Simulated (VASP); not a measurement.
Crystal: TaC2.

```
Ta C
1.0
     3.79327    0.00000    0.00000
    -1.89664    3.28507    0.00000
     0.00000    0.00000    3.16843
Ta C
1 2
Direct
  0.00000 0.00000 0.50000
  0.33333 0.66667 0.50000
  0.66667 0.33333 0.50000
```

Base run:

```yaml
Program: VASP 6.6.1
Functional: PBE
Potentials_or_basis: VASP PAW PBE potentials, release 64 (Ta_sv_GW, C)
Cutoff: 600 eV
k_mesh: 6 × 6 × 6
Occupations: gaussian, width 0.1 eV
Spin: no spin polarisation
```

Its results: pressure -0.2 GPa.

Problem. The run is repeated on the same cell with these changes: potentials or basis from VASP PAW PBE potentials, release 64 (Ta_sv_GW, C) to VASP PAW PBE potentials, release 64 (Ta_pv, C); cutoff from 600 eV to 520 eV; further incar settings from ALGO = Normal; EDIFF = 1e-06; NBANDS = 18 to ALGO = Normal; EDIFF = 1e-06; NBANDS = 16; valence electrons from 21 to 19. What comes out?

Solution. Pressure 0.3 GPa.
